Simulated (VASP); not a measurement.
Here is a VASP 6.6.1 calculation.

The input INCAR:

```
SYSTEM = KMnF3
PREC = Accurate
ENCUT = 520
EDIFF = 1E-6
ISMEAR = 0
SIGMA = 0.02
LREAL = .FALSE.
LASPH = .TRUE.
NELM = 150
ALGO = Normal
ISIF = 2
LWAVE = .FALSE.
LCHARG = .TRUE.
ISPIN = 2
MAGMOM = 0 4.56 0 0 0
LORBIT = 11
LMAXMIX = 4
GGA = PS
LELF = .TRUE.
LVHAR = .TRUE.
NBANDS = 34
```

The input KPOINTS:

```
regular mesh
0
G
  6 6 6
  0 0 0
```

The input POSCAR:

```
KMnF3
1.0
    4.2228042907      0.0000000000      0.0000000000
    0.0000000000      4.2228042907      0.0000000000
    0.0000000000      0.0000000000      4.2228042907
K Mn F
1 1 3
Direct
    0.5000000000      0.5000000000      0.5000000000
    0.0000000000      0.0000000000      0.0000000000
    0.5000000000      0.0000000000      0.0000000000
    0.0000000000      0.5000000000      0.0000000000
    0.0000000000      0.0000000000      0.5000000000
```

Potentials or basis: VASP PAW PBE potentials, release 64 (K_sv, Mn_pv, F).

Launch:

```console
$ cat potpaw_PBE.64/K_sv/POTCAR potpaw_PBE.64/Mn_pv/POTCAR potpaw_PBE.64/F/POTCAR > POTCAR
$ mpirun -np 1 vasp_std > vasp.out
```

(1) Estimate the pressure.

(2) Estimate the net moment.

Answers

(1) -1.9 GPa.

(2) 5.00 μB per cell.

Caveat: the PAW data sets were made with another functional, which shifts forces and pressure a little; a cell with one magnetic atom can't hold antiferromagnetic order, which such compounds often take.
